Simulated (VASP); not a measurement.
# Zr (P6/mmm) in VASP: notebook, part 2 of 2

VASP 6.6.1. Earlier steps stand in the parts before.

## 4. Single point, PBE (volume scaled by 0.88)

The input, INCAR:

```
SYSTEM = Zr
  PREC = Accurate
  ENCUT = 520
  EDIFF = 1E-6
  ISMEAR = -1
  SIGMA = 0.1
  LREAL = .FALSE.
  LASPH = .TRUE.
  NELM = 100
  ALGO = Normal
  ISIF = 2
  LWAVE = .FALSE.
  LCHARG = .FALSE.
  GGA = PE
  NBANDS = 25
```

The input, KPOINTS:

```
regular mesh
0
G
  8 8 11
  0 0 0
```

The input, POSCAR:

```
Zr
1.0
    4.8357020807      0.0000000000      0.0000000000
   -2.4178510403      4.1878408470      0.0000000000
    0.0000000000      0.0000000000      3.0150897547
Zr
3
Direct
    0.0000000000      0.0000000000      0.0000000000
    0.3333333333      0.6666666667      0.5000000000
    0.6666666667      0.3333333333      0.5000000000
```

Potentials or basis: VASP PAW PBE potentials, release 64 (Zr_sv).

The run is started by

```console
$ cat potpaw_PBE.64/Zr_sv/POTCAR > POTCAR
$ mpirun -np 1 vasp_std > vasp.out
```

OUTCAR:

```text
SYSTEM = Zr
   PREC = Accurate
   ENCUT = 520
   EDIFF = 1E-6
   ISMEAR = -1
   LREAL = .FALSE.
   LASPH = .TRUE.
   NELM = 100
   ISIF = 2
   GGA = PE

 ion  position               nearest neighbor table
   1  0.000  0.000  0.000-   2 3.17   3 3.17   2 3.17   3 3.17   2 3.17   2 3.17   3 3.17   3 3.17
                             3 3.17   3 3.17   2 3.17   2 3.17
   2  0.333  0.667  0.500-   3 2.79   3 2.79   3 2.79   1 3.17   1 3.17   1 3.17   1 3.17   1 3.17
                             1 3.17
   3  0.667  0.333  0.500-   2 2.79   2 2.79   2 2.79   1 3.17   1 3.17   1 3.17   1 3.17   1 3.17
                             1 3.17

  LATTYP: Found a hexagonal cell.
 ALAT       =     4.8357020807
 C/A-ratio  =     0.6235061020

  Lattice vectors:

 A1 = (   4.8357020807,   0.0000000000,   0.0000000000)
 A2 = (  -2.4178510403,   4.1878408470,   0.0000000000)
 A3 = (   0.0000000000,   0.0000000000,   3.0150897547)

Analysis of symmetry for initial positions (statically):
=====================================================================
 Subroutine PRICEL returns:
 Original cell was already a primitive cell.

 Routine SETGRP: Setting up the symmetry group for a
 hexagonal supercell.

 Subroutine GETGRP returns: Found 24 space group operations
 (whereof 24 operations were pure point group operations)
 out of a pool of 24 trial point group operations.

The static configuration has the point symmetry D_6h.

Analysis of symmetry for dynamics (positions and initial velocities):
=====================================================================
 Subroutine PRICEL returns:
 Original cell was already a primitive cell.

 Routine SETGRP: Setting up the symmetry group for a
 hexagonal supercell.

 Subroutine GETGRP returns: Found 24 space group operations
 (whereof 24 operations were pure point group operations)
 out of a pool of 24 trial point group operations.

The dynamic configuration has the point symmetry D_6h.

[... 111 lines left out ...]
   NELECT =      36.0000    total number of electrons
   NUPDOWN=      -1.0000    fix difference up-down
   EMIN   =  10.00;   EMAX   =-10.00  energy-range for DOS
   EFERMI =   0.00;   METHOD = LEGACY
   ISMEAR =    -1;   SIGMA  =   0.10  broadening in eV -4-tet -1-fermi 0-gaus
   EFERMI_NEDOS =   21; number of points for ismear=-14 and -15
   IALGO  =     38    algorithm
   IMIX   =      4    mixing-type and parameters
     AMIX     =   0.40;   BMIX     =  1.00
     AMIX_MAG =   1.60;   BMIX_MAG =  1.00
  volume/ion in A,a.u.               =      20.35       137.35
  Fermi-wavevector in a.u.,A,eV,Ry     =   1.372753  2.594127 25.639503  1.884450
  Thomas-Fermi vector in A             =   2.498332
   LORBIT       =      0    0 simple, 1 ext, 2 COOP (PROOUT), +10 PAW based schemes
   GGA     = PE    functional components
   LHFCALC =     F    Hartree Fock is set to
   AEXX    =    0.0000 exact exchange contribution
   IVDW    =     0    specifies the selected vdW correction
   LEPSILON=     F    determine dielectric tensor
   LRPA    =     F    only Hartree local field effects (RPA)
 non-spin polarized calculation
  energy-cutoff  :      520.00
  volume of cell :       61.06
 maximum number of plane-waves:      1667
 NGX is ok and might be reduce to    36
   NGX = 17   NGY = 17   NGZ = 11

 number of electron      36.0000000 magnetization

 Free energy of the ion-electron system (eV)
  ---------------------------------------------------
  ext. energy  EPLUGINS =         0.00000000
  ---------------------------------------------------
  free energy    TOTEN  =       -25.24470272 eV

  energy without entropy =      -25.15434328  energy(sigma->0) =      -25.19952300

 E-fermi :  10.3913     XC(G=0): -11.7064

 val. band max:       10.3845640517   @ k =   0.5000  -0.0000   0.0909
 cond. band min:      10.4114471830   @ k =   0.3750   0.2500   0.0909
 fundamental gap:      0.0268831313
 Fermi energy:        10.3913199294

 k-point     1 :       0.0000    0.0000    0.0000
  band No.  band energies     occupation
      1     -38.1597      2.00000
      2     -37.9081      2.00000
      3     -37.6495      2.00000
      4     -16.5385      2.00000
      5     -16.5385      2.00000
      6     -16.3807      2.00000
[... 661 lines left out ...]
     24      13.4559      0.00000
     25      14.0414      0.00000

 [... further k-points ...]
[... 5 lines left out ...]
  --------------------------------------------------------------------------------------
  -------------------------------------------------------------------------------------
  Total        5.8036195      5.8036195      5.7895904      0.0000000      0.0000000      0.0000000
  in kB      152.2858541    152.2858541    151.9177334      0.0000000      0.0000000      0.0000000
  external PRESSURE =     152.1631472 kB  Pullay stress =       0.0000000 kB

 VOLUME and BASIS-vectors are now :
 -----------------------------------------------------------------------------
  energy-cutoff  :      520.00
  volume of cell :       61.06
      direct lattice vectors                 reciprocal lattice vectors
     4.835702081  0.000000000  0.000000000     0.206795204  0.119393267  0.000000000
    -2.417851040  4.187840847  0.000000000     0.000000000  0.238786534  0.000000000
     0.000000000  0.000000000  3.015089755     0.000000000  0.000000000  0.331665085

 POSITION                                       TOTAL-FORCE (eV/Angst)
 -----------------------------------------------------------------------------------
      0.00000      0.00000      0.00000         0.000000      0.000000      0.000000
     -0.00000      2.79189      1.50754         0.000000      0.000000      0.000000
      2.41785      1.39595      1.50754        -0.000000      0.000000      0.000000
 -----------------------------------------------------------------------------------
    total drift:                                0.000000     -0.000000     -0.000000

  FREE ENERGIE OF THE ION-ELECTRON SYSTEM (eV)
  ---------------------------------------------------
  free  energy   TOTEN  =       -25.2447027150 eV

  energy  without entropy=      -25.1543432845  energy(sigma->0) =      -25.19952300
```

OSZICAR:

```text
N       E                     dE             d eps       ncg     rms          rms(c)
DAV:   1     0.360355430835E+03    0.36036E+03   -0.19969E+04  3000   0.147E+03
DAV:   2    -0.778615551800E+00   -0.36113E+03   -0.35386E+03  3549   0.427E+02
DAV:   3    -0.252873214455E+02   -0.24509E+02   -0.24017E+02  5592   0.800E+01
DAV:   4    -0.260963464131E+02   -0.80902E+00   -0.80702E+00  3750   0.157E+01
DAV:   5    -0.261215380201E+02   -0.25192E-01   -0.25181E-01  4549   0.235E+00    0.231E+01
DAV:   6    -0.253675701892E+02    0.75397E+00   -0.12754E+00  3464   0.842E+00    0.997E+00
DAV:   7    -0.252411408580E+02    0.12643E+00   -0.90194E-01  4008   0.616E+00    0.144E+00
DAV:   8    -0.252393423375E+02    0.17985E-02   -0.12588E-01  4324   0.237E+00    0.115E+00
DAV:   9    -0.252456903415E+02   -0.63480E-02   -0.45035E-02  3710   0.190E+00    0.298E-01
DAV:  10    -0.252447169870E+02    0.97335E-03   -0.53312E-03  3772   0.601E-01    0.315E-02
DAV:  11    -0.252447082002E+02    0.87867E-05   -0.22334E-04  4243   0.998E-02    0.157E-02
DAV:  12    -0.252447016603E+02    0.65399E-05   -0.15069E-05  4070   0.338E-02    0.594E-03
DAV:  13    -0.252447032769E+02   -0.16166E-05   -0.11694E-06  2306   0.997E-03    0.248E-03
DAV:  14    -0.252447027150E+02    0.56194E-06   -0.26184E-07  1812   0.490E-03
   1 F= -.25244703E+02 E0= -.25199523E+02  d E =-.903594E-01
```

Run time: 90 s. Hardware: 1 thread of Intel Xeon 8259CL, shared host; peak memory 0.22 GiB.

Results:

| Property | Result |
| --- | --- |
| Free energy | -25.2447 eV |
| Pressure | 15.2 GPa |
| Band gap on the k mesh | zero (band 18 reaches 10.79 eV, above the bottom of band 19 at 10.09 eV) |

Levels at points of the mesh, in eV from the Fermi level:
```
           k point  band 14  band 15  band 16  band 17  band 18  band 19  band 20  band 21  band 22  band 23
(0.00, 0.00, 0.00)    -2.76    -0.40    -0.40    -0.36    -0.36    -0.14     0.92     1.82     1.82     2.51
(0.50, 0.00, 0.00)    -3.09    -3.02    -0.76    -0.75    -0.56    -0.04     0.81     1.22     2.22     2.72
```

Caveat: the cell differs from its parent crystal (volume scaled by 0.88).

## 5. Single point, PBE

This run uses another cell than the first one, of 23.13 Å³/atom, 1.724 times its volume.

The input, INCAR:

```
ALGO = Normal ; EDIFF = 1E-6
ENCUT = 520 ; GGA = PE
ISIF = 2 ; ISMEAR = -1
LASPH = True ; LCHARG = True
LELF = True ; LREAL = False
LVHAR = True ; LWAVE = False
NBANDS = 25 ; NELM = 80
PREC = Accurate ; SIGMA = 0.1
```

The input, KPOINTS:

```
k-points
0
Gamma
  8 8 11
```

The input, POSCAR:

```
Zr
1.0
    5.0474735472      0.0000000000      0.0000000000
   -2.5237367736      4.3712403168      0.0000000000
    0.0000000000      0.0000000000      3.1447675062
Zr
3
Direct
    0.0000000000      0.0000000000      0.0000000000
    0.3333333333      0.6666666667      0.5000000000
    0.6666666667      0.3333333333      0.5000000000
```

Potentials or basis: VASP PAW PBE potentials, release 64 (Zr_sv).

The run is started by

```console
$ cat potpaw_PBE.64/Zr_sv/POTCAR > POTCAR
$ mpirun -np 1 vasp_std > vasp.out
```

OUTCAR:

```text
EDIFF = 1E-6
   ENCUT = 520
   GGA = PE
   ISIF = 2
   ISMEAR = -1
   LASPH = True
   LREAL = False
   NELM = 80
   PREC = Accurate

 ion  position               nearest neighbor table
   1  0.000  0.000  0.000-   2 3.31   3 3.31   2 3.31   3 3.31   2 3.31   2 3.31   3 3.31   3 3.31
                             3 3.31   3 3.31   2 3.31   2 3.31
   2  0.333  0.667  0.500-   3 2.91   3 2.91   3 2.91   1 3.31   1 3.31   1 3.31   1 3.31   1 3.31
                             1 3.31
   3  0.667  0.333  0.500-   2 2.91   2 2.91   2 2.91   1 3.31   1 3.31   1 3.31   1 3.31   1 3.31
                             1 3.31

  LATTYP: Found a hexagonal cell.
[... 864 lines left out ...]
 [... further k-points ...]
[... 5 lines left out ...]
  --------------------------------------------------------------------------------------
  -------------------------------------------------------------------------------------
  Total        0.0147604      0.0147604      0.0054134      0.0000000      0.0000000     -0.0000000
  in kB        0.3408332      0.3408332      0.1250012      0.0000000      0.0000000     -0.0000000
  external PRESSURE =       0.2688892 kB  Pullay stress =       0.0000000 kB

 VOLUME and BASIS-vectors are now :
 -----------------------------------------------------------------------------
  energy-cutoff  :      520.00
  volume of cell :       69.39
      direct lattice vectors                 reciprocal lattice vectors
     5.047473547  0.000000000  0.000000000     0.198118918  0.114384011  0.000000000
    -2.523736774  4.371240317  0.000000000     0.000000000  0.228768022  0.000000000
     0.000000000  0.000000000  3.144767506     0.000000000  0.000000000  0.317988531

 POSITION                                       TOTAL-FORCE (eV/Angst)
 -----------------------------------------------------------------------------------
      0.00000      0.00000      0.00000        -0.000000      0.000000      0.000000
     -0.00000      2.91416      1.57238         0.000000     -0.000000      0.000000
      2.52374      1.45708      1.57238        -0.000000      0.000000     -0.000000
 -----------------------------------------------------------------------------------
    total drift:                                0.000000      0.000000      0.000000

  FREE ENERGIE OF THE ION-ELECTRON SYSTEM (eV)
  ---------------------------------------------------
  free  energy   TOTEN  =       -25.6089917910 eV

  energy  without entropy=      -25.5092248803  energy(sigma->0) =      -25.55910834
```

stdout:

```text
POSCAR found type information on POSCAR Zr
 POSCAR found :  1 types and       3 ions
 scaLAPACK will be used
 LDA part: xc-table for (Slater+PW92), standard interpolation
 POSCAR, INCAR and KPOINTS ok, starting setup
 FFT: planning ... GRIDC
 FFT: planning ... GRID_SOFT
 FFT: planning ... GRID
 WAVECAR not read
 entering main loop
```

Run time: 2.1 min. Hardware: 1 thread of Intel Xeon 8259CL, shared host; peak memory 0.23 GiB.

Results:

| Quantity | Value |
| --- | --- |
| Free energy | -25.6090 eV |
| Pressure | 0.0 GPa |
| Band gap on the k mesh | zero (band 18 reaches 9.25 eV, above the bottom of band 19 at 8.71 eV) |

Levels at points of the mesh, in eV from the Fermi level:
```
           k point  band 14  band 15  band 16  band 17  band 18  band 19  band 20  band 21  band 22  band 23
(0.00, 0.00, 0.00)    -2.32    -0.48    -0.48    -0.44    -0.44    -0.17     0.84     1.64     1.64     2.27
(0.50, 0.00, 0.00)    -3.11    -2.87    -0.58    -0.56    -0.46     0.04     0.70     1.17     1.58     2.42
```

## 6. The runs side by side

```tsv
cell	gap on the mesh (eV)	pressure (GPa)
a = 4.298, b = 4.298, c = 2.515 Å, angles 90.0, 90.0, 120.0°, 3 atoms	none	123.0
a = 4.836, b = 4.836, c = 3.015 Å, angles 90.0, 90.0, 120.0°, 3 atoms	none	15.2
a = 5.047, b = 5.047, c = 3.145 Å, angles 90.0, 90.0, 120.0°, 3 atoms	none	0.0
```

Alike in all rows: task single point; level PBE; potentials or basis VASP PAW PBE potentials, release 64 (Zr_sv); no spin polarisation; k mesh 8 × 8 × 11; cutoff (eV) 520; smearing fermi-dirac 0.1 eV.

Absolute energies hang on the potentials; compare differences alone.
